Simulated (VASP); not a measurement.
# Na2S (Fm-3m) in VASP: a series of runs

The runs below take Na2S through single point, with PBE, LDA.

Program: VASP 6.6.1. These are calculated values, not measurements. Logs are shortened: lines on timing, memory, paths and dates and some standing lists are left out, and cuts for length are marked.

### Step 1. The cell of the first run

It takes space group Fm-3m (No. 225, cubic). Conventional cell: a = 6.511 Å, b = 6.511 Å, c = 6.511 Å, α = 90.00°, β = 90.00°, γ = 90.00°. Na (site symmetry -43m) has 4 S at 2.82 Å and 6 Na at 3.26 Å within 3.7 Å. Within 3.7 Å of S (site symmetry m-3m) lie 8 Na at 2.82 Å.

### Step 2. Single point, PBE

File INCAR:

```
SYSTEM = Na2S
PREC = Accurate
ENCUT = 500
EDIFF = 1E-6
ISMEAR = 0
SIGMA = 0.01
LREAL = .False.
LASPH = .True.
NELM = 120
ALGO = Normal
ISIF = 2
LWAVE = .False.
LCHARG = .False.
GGA = PE
NBANDS = 17
GGA_COMPAT = .False.
```

File KPOINTS:

```
Automatic mesh
0
Gamma
  4 4 4
  0 0 0
```

File POSCAR:

```
Na2S
1.0
    0.0000000000      3.2554286337      3.2554286337
    3.2554286337      0.0000000000      3.2554286337
    3.2554286337      3.2554286337      0.0000000000
Na S
2 1
Direct
    0.2500000000      0.2500000000      0.2500000000
    0.7500000000      0.7500000000      0.7500000000
    0.0000000000      0.0000000000      0.0000000000
```

Potentials or basis: VASP PAW PBE potentials, release 64 (Na_pv, S).

On the command line:

```sh
> cat potpaw_PBE.64/Na_pv/POTCAR potpaw_PBE.64/S/POTCAR > POTCAR
> mpirun -np 1 vasp_std > vasp.out
```

OUTCAR:

```text
SYSTEM = Na2S
   PREC = Accurate
   ENCUT = 500
   EDIFF = 1E-6
   ISMEAR = 0
   LREAL = .False.
   LASPH = .True.
   NELM = 120
   ISIF = 2
   GGA = PE

 ion  position               nearest neighbor table
   1  0.250  0.250  0.250-
   2  0.750  0.750  0.750-
   3  0.000  0.000  0.000-

  LATTYP: Found a face centered cubic cell.
 ALAT       =     6.5108572674

  Lattice vectors:

 A1 = (   0.0000000000,   3.2554286337,   3.2554286337)
 A2 = (   3.2554286337,   0.0000000000,   3.2554286337)
 A3 = (   3.2554286337,   3.2554286337,   0.0000000000)

Analysis of symmetry for initial positions (statically):
=====================================================================
 Subroutine PRICEL returns:
 Original cell was already a primitive cell.

 Routine SETGRP: Setting up the symmetry group for a
 face centered cubic supercell.

 Subroutine GETGRP returns: Found 48 space group operations
 (whereof 48 operations were pure point group operations)
 out of a pool of 48 trial point group operations.

The static configuration has the point symmetry O_h .

Analysis of symmetry for dynamics (positions and initial velocities):
=====================================================================
 Subroutine PRICEL returns:
 Original cell was already a primitive cell.

 Routine SETGRP: Setting up the symmetry group for a
 face centered cubic supercell.

 Subroutine GETGRP returns: Found 48 space group operations
 (whereof 48 operations were pure point group operations)
 out of a pool of 48 trial point group operations.

The dynamic configuration has the point symmetry O_h .

 Subroutine INISYM returns: Found 48 space group operations
 (whereof 48 operations are pure point group operations),
 and found     1 'primitive' translations

----------------------------------------------------------------------------------------

                                     Primitive cell

  volume of cell :      69.0009

  direct lattice vectors                    reciprocal lattice vectors
     0.000000000  3.255428634  3.255428634    -0.153589606  0.153589606  0.153589606
     3.255428634  0.000000000  3.255428634     0.153589606 -0.153589606  0.153589606
     3.255428634  3.255428634  0.000000000     0.153589606  0.153589606 -0.153589606

  length of vectors
     4.603871325  4.603871325  4.603871325     0.266025000  0.266025000  0.266025000

  position of ions in fractional coordinates (direct lattice)
     0.250000000  0.250000000  0.250000000
     0.750000000  0.750000000  0.750000000
     0.000000000  0.000000000  0.000000000

  ion indices of the primitive-cell ions
   primitive index   ion index
                 1           1
                 2           2
                 3           3

----------------------------------------------------------------------------------------

 KPOINTS: Automatic mesh

Automatic generation of k-mesh.
 Grid dimensions read from file:
 generate k-points for:    4    4    4

 Generating k-lattice:

  Cartesian coordinates                     Fractional coordinates (reciprocal lattice)
    -0.038397401  0.038397401  0.038397401     0.250000000  0.000000000  0.000000000
     0.038397401 -0.038397401  0.038397401     0.000000000  0.250000000  0.000000000
     0.038397401  0.038397401 -0.038397401     0.000000000  0.000000000  0.250000000

  Length of vectors
     0.066506250  0.066506250  0.066506250

  Shift w.r.t. Gamma in fractional coordinates (k-lattice)
     0.000000000  0.000000000  0.000000000

 Subroutine IBZKPT returns following result:
 ===========================================

 Found      8 irreducible k-points:

 Following reciprocal coordinates:
            Coordinates               Weight
  0.000000  0.000000  0.000000      1.000000
  0.250000  0.000000  0.000000      8.000000
  0.500000  0.000000  0.000000      4.000000
  0.250000  0.250000  0.000000      6.000000
  0.500000  0.250000  0.000000     24.000000
 -0.250000  0.250000  0.000000     12.000000
  0.500000  0.500000  0.000000      3.000000
 -0.250000  0.500000  0.250000      6.000000
   k-points           NKPTS =      8   k-points in BZ     NKDIM =      8   number of bands    NBANDS=     17
   number of dos      NEDOS =    301   number of ions     NIONS =      3
   total plane-waves  NPLWV =  46656
   dimension x,y,z NGX =    36 NGY =   36 NGZ =   36
   dimension x,y,z NGXF=    72 NGYF=   72 NGZF=   72
   ions per type =               2   1
   NGX,Y,Z   is equivalent  to a cutoff of  13.00, 13.00, 13.00 a.u.
   NGXF,Y,Z  is equivalent  to a cutoff of  26.00, 26.00, 26.00 a.u.
 SYSTEM =  Na2S
   PREC   = accura    normal or accurate (medium, high low for compatibility)
   ISTART =      0    job   : 0-new  1-cont  2-samecut
   ICHARG =      2    charge: 1-file 2-atom 10-const
   ISPIN  =      1    spin polarized calculation?
   LNONCOLLINEAR =      F non collinear calculations
   LSORBIT =      F    spin-orbit coupling
   LASPH  =      T    aspherical Exc in radial PAW
   ENCUT  =  500.0 eV  36.75 Ry    6.06 a.u.   8.39  8.39  8.39*2*pi/ulx,y,z
   NELM   =    120;   NELMIN=  2; NELMDL= -5     # of ELM steps
   EDIFF  = 0.1E-05   stopping-criterion for ELM
   LREAL  =      F    real-space projection
   EDIFFG = 0.1E-04   stopping-criterion for IOM
   NSW    =      0    number of steps for IOM
   IBRION =     -1    ionic relax: 0-MD 1-quasi-New 2-CG
   NFREE  =      0    steps in history (QN), initial steepest desc. (CG)
   ISIF   =      2    stress and relaxation
   ISYM   =      2    0-nonsym 1-usesym 2-fastsym
   POTIM  = 0.5000    time-step for ionic-motion
   TEBEG  =    0.0;   TEEND  =   0.0 temperature during run
   PSTRESS=    0.0 pullay stress
   NELECT =      20.0000    total number of electrons
   NUPDOWN=      -1.0000    fix difference up-down
   EMIN   =  10.00;   EMAX   =-10.00  energy-range for DOS
   EFERMI =   0.00;   METHOD = LEGACY
   ISMEAR =     0;   SIGMA  =   0.01  broadening in eV -4-tet -1-fermi 0-gaus
   EFERMI_NEDOS =   21; number of points for ismear=-14 and -15
   IALGO  =     38    algorithm
   IMIX   =      4    mixing-type and parameters
     AMIX     =   0.40;   BMIX     =  1.00
     AMIX_MAG =   1.60;   BMIX_MAG =  1.00
  volume/ion in A,a.u.               =      23.00       155.21
  Fermi-wavevector in a.u.,A,eV,Ry     =   1.083428  2.047382 15.970734  1.173816
  Thomas-Fermi vector in A             =   2.219494
   LORBIT       =      0    0 simple, 1 ext, 2 COOP (PROOUT), +10 PAW based schemes
   GGA     = PE    functional components
   LHFCALC =     F    Hartree Fock is set to
   AEXX    =    0.0000 exact exchange contribution
   IVDW    =     0    specifies the selected vdW correction
   LEPSILON=     F    determine dielectric tensor
   LRPA    =     F    only Hartree local field effects (RPA)
 non-spin polarized calculation
 Gauss-broadening in eV      SIGMA  =   0.01
  energy-cutoff  :      500.00
  volume of cell :       69.00
 maximum number of plane-waves:      1807
 NGX is ok and might be reduce to    36
   NGX = 17   NGY = 17   NGZ = 17

 number of electron      19.9999984 magnetization

 Free energy of the ion-electron system (eV)
  ---------------------------------------------------
  ext. energy  EPLUGINS =         0.00000000
  ---------------------------------------------------
  free energy    TOTEN  =        -9.96750925 eV

  energy without entropy =       -9.96750925  energy(sigma->0) =       -9.96750925

 E-fermi :   0.3153     XC(G=0):  -7.8721

 val. band max:        0.2499224887   @ k =   0.0000   0.0000   0.0000
 cond. band min:       2.7822407859   @ k =   0.0000   0.0000   0.0000
 fundamental gap:      2.5323182972
 Fermi energy:         0.3153164139

 k-point     1 :       0.0000    0.0000    0.0000
  band No.  band energies     occupation
      1     -21.9655      2.00000
      2     -21.9655      2.00000
      3     -21.9655      2.00000
      4     -21.9095      2.00000
      5     -21.9095      2.00000
      6     -21.9095      2.00000
[... 9 lines left out ...]
     16       9.6381      0.00000
     17      11.5480      0.00000

 k-point     2 :       0.2500    0.0000    0.0000
  band No.  band energies     occupation
      1     -21.9602      2.00000
      2     -21.9578      2.00000
      3     -21.9578      2.00000
      4     -21.9215      2.00000
      5     -21.9182      2.00000
      6     -21.9182      2.00000
[... 9 lines left out ...]
     16       9.4412      0.00000
     17      10.6469      0.00000

 k-point     3 :       0.5000    0.0000    0.0000
  band No.  band energies     occupation
      1     -21.9469      2.00000
      2     -21.9413      2.00000
      3     -21.9393      2.00000
      4     -21.9393      2.00000
      5     -21.9376      2.00000
      6     -21.9376      2.00000
[... 9 lines left out ...]
     16      11.7143      0.00000
     17      11.7143      0.00000

 k-point     4 :       0.2500    0.2500    0.0000
  band No.  band energies     occupation
      1     -21.9714      2.00000
      2     -21.9714      2.00000
      3     -21.9515      2.00000
      4     -21.9304      2.00000
      5     -21.9057      2.00000
      6     -21.9057      2.00000
[... 9 lines left out ...]
     16      10.4609      0.00000
     17      12.8003      0.00000

 k-point     5 :       0.5000    0.2500    0.0000
  band No.  band energies     occupation
      1     -21.9773      2.00000
      2     -21.9673      2.00000
      3     -21.9656      2.00000
      4     -21.9140      2.00000
      5     -21.9124      2.00000
      6     -21.9077      2.00000
[... 9 lines left out ...]
     16      11.8084      0.00000
     17      12.3683      0.00000

 k-point     6 :      -0.2500    0.2500    0.0000
  band No.  band energies     occupation
      1     -21.9785      2.00000
      2     -21.9478      2.00000
      3     -21.9433      2.00000
      4     -21.9365      2.00000
      5     -21.9337      2.00000
      6     -21.9021      2.00000
[... 9 lines left out ...]
     16      11.2434      0.00000
     17      12.2953      0.00000

 k-point     7 :       0.5000    0.5000    0.0000
  band No.  band energies     occupation
      1     -21.9930      2.00000
      2     -21.9772      2.00000
      3     -21.9772      2.00000
      4     -21.9020      2.00000
      5     -21.9020      2.00000
      6     -21.8951      2.00000
[... 9 lines left out ...]
     16      12.0624      0.00000
     17      12.3145      0.00000

 k-point     8 :      -0.2500    0.5000    0.2500
  band No.  band energies     occupation
      1     -21.9879      2.00000
      2     -21.9824      2.00000
      3     -21.9397      2.00000
      4     -21.9397      2.00000
      5     -21.8989      2.00000
      6     -21.8982      2.00000
[... 9 lines left out ...]
     16      10.9213      0.00000
     17      12.3055      0.00000

------------------------ aborting loop because EDIFF is reached ----------------------------------------

  FORCE on cell =-STRESS in cart. coord.  units (eV):
  Direction    XX          YY          ZZ          XY          YZ          ZX
  --------------------------------------------------------------------------------------
  -------------------------------------------------------------------------------------
  Total        0.3739020      0.3739020      0.3739020     -0.0000000      0.0000000      0.0000000
  in kB        8.6818821      8.6818821      8.6818821     -0.0000000      0.0000000      0.0000000
  external PRESSURE =       8.6818821 kB  Pullay stress =       0.0000000 kB

 VOLUME and BASIS-vectors are now :
 -----------------------------------------------------------------------------
  energy-cutoff  :      500.00
  volume of cell :       69.00
      direct lattice vectors                 reciprocal lattice vectors
     0.000000000  3.255428634  3.255428634    -0.153589606  0.153589606  0.153589606
     3.255428634  0.000000000  3.255428634     0.153589606 -0.153589606  0.153589606
     3.255428634  3.255428634  0.000000000     0.153589606  0.153589606 -0.153589606

 POSITION                                       TOTAL-FORCE (eV/Angst)
 -----------------------------------------------------------------------------------
      1.62771      1.62771      1.62771         0.000000      0.000000      0.000000
      4.88314      4.88314      4.88314        -0.000000     -0.000000      0.000000
      0.00000      0.00000      0.00000        -0.000000     -0.000000     -0.000000
 -----------------------------------------------------------------------------------
    total drift:                                0.000000      0.000000      0.000000

  FREE ENERGIE OF THE ION-ELECTRON SYSTEM (eV)
  ---------------------------------------------------
  free  energy   TOTEN  =        -9.9675092473 eV

  energy  without entropy=       -9.9675092473  energy(sigma->0) =       -9.96750925
```

Run time: 17 s. Hardware: 1 thread of Intel Xeon Platinum 8488C (Sapphire Rapids), shared host; peak memory 0.19 GiB.

Results:

```yaml
Free_energy: -9.9675 eV
Pressure: 0.9 GPa
Band_gap_on_the_k_mesh: 2.53 eV, direct
```

### Step 3. Single point, LDA

File INCAR:

```
SYSTEM = Na2S
PREC     = Accurate       ! precision mode
ENCUT    = 500            ! plane-wave cutoff, eV
EDIFF    = 1E-6           ! SCF threshold, eV
ISMEAR   = 0              ! smearing method
SIGMA    = 0.01           ! smearing width, eV
LREAL    = .False.        ! projectors in reciprocal space
LASPH    = .True.         ! aspherical terms in the spheres
NELM     = 120            ! most SCF steps
ALGO     = Normal         ! electronic algorithm
ISIF     = 2              ! what is computed and relaxed
LWAVE    = .False.        ! write WAVECAR
LCHARG   = .True.         ! write CHGCAR
GGA      = CA             ! functional
LELF     = .True.         ! ELF
LVHAR    = .True.       
NBANDS   = 17             ! bands
GGA_COMPAT= .False.
```

File KPOINTS:

```
regular mesh
0
Gamma
  4 4 4
  0 0 0
```

POSCAR is that of step 2.

Potentials or basis: VASP PAW LDA potentials, release 64 (Na_pv, S).

On the command line:

```sh
> cat potpaw_LDA.64/Na_pv/POTCAR potpaw_LDA.64/S/POTCAR > POTCAR
> mpirun -np 1 vasp_std > vasp.out
```

OUTCAR:

```text
SYSTEM = Na2S
   PREC = Accurate
   ENCUT = 500
   EDIFF = 1E-6
   ISMEAR = 0
   LREAL = .False.
   LASPH = .True.
   NELM = 120
   ISIF = 2
   GGA = CA

 ion  position               nearest neighbor table
   1  0.250  0.250  0.250-
   2  0.750  0.750  0.750-
   3  0.000  0.000  0.000-

  LATTYP: Found a face centered cubic cell.
 ALAT       =     6.5108572674

  Lattice vectors:

 A1 = (   0.0000000000,   3.2554286337,   3.2554286337)
 A2 = (   3.2554286337,   0.0000000000,   3.2554286337)
 A3 = (   3.2554286337,   3.2554286337,   0.0000000000)

Analysis of symmetry for initial positions (statically):
=====================================================================
 Subroutine PRICEL returns:
 Original cell was already a primitive cell.

 Routine SETGRP: Setting up the symmetry group for a
 face centered cubic supercell.

 Subroutine GETGRP returns: Found 48 space group operations
 (whereof 48 operations were pure point group operations)
 out of a pool of 48 trial point group operations.

The static configuration has the point symmetry O_h .

Analysis of symmetry for dynamics (positions and initial velocities):
[... 145 lines left out ...]
 E-fermi :   0.0863     XC(G=0):  -8.3245

 val. band max:        0.0181780072   @ k =   0.0000   0.0000   0.0000
 cond. band min:       2.3122401921   @ k =   0.0000   0.0000   0.0000
 fundamental gap:      2.2940621849
 Fermi energy:         0.0863305385

 k-point     1 :       0.0000    0.0000    0.0000
  band No.  band energies     occupation
      1     -22.1583      2.00000
      2     -22.1583      2.00000
      3     -22.1583      2.00000
      4     -22.0997      2.00000
      5     -22.0997      2.00000
      6     -22.0997      2.00000
[... 137 lines left out ...]
      4     -22.1313      2.00000
      5     -22.0886      2.00000
      6     -22.0879      2.00000
[... 9 lines left out ...]
     16      10.4351      0.00000
     17      11.9567      0.00000

------------------------ aborting loop because EDIFF is reached ----------------------------------------

  FORCE on cell =-STRESS in cart. coord.  units (eV):
  Direction    XX          YY          ZZ          XY          YZ          ZX
  --------------------------------------------------------------------------------------
  -------------------------------------------------------------------------------------
  Total       -0.7071891     -0.7071891     -0.7071891      0.0000000     -0.0000000     -0.0000000
  in kB      -16.4206982    -16.4206982    -16.4206982      0.0000000     -0.0000000     -0.0000000
  external PRESSURE =     -16.4206982 kB  Pullay stress =       0.0000000 kB

 VOLUME and BASIS-vectors are now :
 -----------------------------------------------------------------------------
  energy-cutoff  :      500.00
  volume of cell :       69.00
      direct lattice vectors                 reciprocal lattice vectors
     0.000000000  3.255428634  3.255428634    -0.153589606  0.153589606  0.153589606
     3.255428634  0.000000000  3.255428634     0.153589606 -0.153589606  0.153589606
     3.255428634  3.255428634  0.000000000     0.153589606  0.153589606 -0.153589606

 POSITION                                       TOTAL-FORCE (eV/Angst)
 -----------------------------------------------------------------------------------
      1.62771      1.62771      1.62771        -0.000000      0.000000     -0.000000
      4.88314      4.88314      4.88314         0.000000     -0.000000      0.000000
      0.00000      0.00000      0.00000         0.000000      0.000000      0.000000
 -----------------------------------------------------------------------------------
    total drift:                                0.000000      0.000000      0.000000

  FREE ENERGIE OF THE ION-ELECTRON SYSTEM (eV)
  ---------------------------------------------------
  free  energy   TOTEN  =       -10.8864346417 eV

  energy  without entropy=      -10.8864346417  energy(sigma->0) =      -10.88643464
```

OSZICAR:

```text
N       E                     dE             d eps       ncg     rms          rms(c)
DAV:   1     0.143157729740E+03    0.14316E+03   -0.10052E+04   272   0.119E+03
DAV:   2    -0.156118214288E+01   -0.14472E+03   -0.14071E+03   320   0.315E+02
DAV:   3    -0.115612855720E+02   -0.10000E+02   -0.99559E+01   315   0.825E+01
DAV:   4    -0.117251108710E+02   -0.16383E+00   -0.16369E+00   363   0.117E+01
DAV:   5    -0.117282249114E+02   -0.31140E-02   -0.31136E-02   339   0.153E+00    0.361E+00
DAV:   6    -0.109614681244E+02    0.76676E+00   -0.15432E+00   347   0.571E+00    0.278E+00
DAV:   7    -0.108960374680E+02    0.65431E-01   -0.17748E-01   346   0.181E+00    0.176E+00
DAV:   8    -0.108864610777E+02    0.95764E-02   -0.16399E-02   291   0.101E+00    0.571E-01
DAV:   9    -0.108865035285E+02   -0.42451E-04   -0.17147E-04   378   0.947E-02    0.619E-01
DAV:  10    -0.108864351850E+02    0.68344E-04   -0.22908E-04   331   0.985E-02    0.617E-01
DAV:  11    -0.108864500433E+02   -0.14858E-04   -0.61940E-04   281   0.174E-01    0.482E-01
DAV:  12    -0.108864415994E+02    0.84438E-05   -0.26079E-05   342   0.504E-02    0.380E-01
DAV:  13    -0.108864348498E+02    0.67496E-05   -0.95053E-06   314   0.168E-02    0.271E-01
DAV:  14    -0.108864346417E+02    0.20819E-06   -0.68987E-07   265   0.413E-03
   1 F= -.10886435E+02 E0= -.10886435E+02  d E =-.177975E-23
```

stdout:

```text
POSCAR found type information on POSCAR NaS
 POSCAR found :  2 types and       3 ions
 scaLAPACK will be used
 LDA part: xc-table for (Slater(with rela. corr.)+CA(PZ))
 , standard interpolation
 POSCAR, INCAR and KPOINTS ok, starting setup
 FFT: planning ... GRIDC
 FFT: planning ... GRID_SOFT
 FFT: planning ... GRID
 WAVECAR not read
 entering main loop
```

Run time: 17 s. Hardware: 1 thread of Intel Xeon Platinum 8488C (Sapphire Rapids), shared host; peak memory 0.16 GiB.

What came out:

```
Free energy            : -10.8864 eV
Pressure               : -1.6 GPa
Band gap on the k mesh : 2.29 eV, direct
```

Levels at points of the mesh, in eV from the valence-band top:
```tsv
k point	band 7	band 8	band 9	band 10	band 11	band 12	band 13	band 14
(0.00, 0.00, 0.00)	-10.11	0.00	0.00	0.00	2.29	7.57	7.57	7.57
(0.50, 0.00, 0.00)	-9.85	-1.73	-0.14	-0.14	4.60	6.33	6.99	6.99
(0.50, 0.50, 0.00)	-9.77	-1.55	-0.48	-0.48	3.65	5.81	8.34	9.60
```
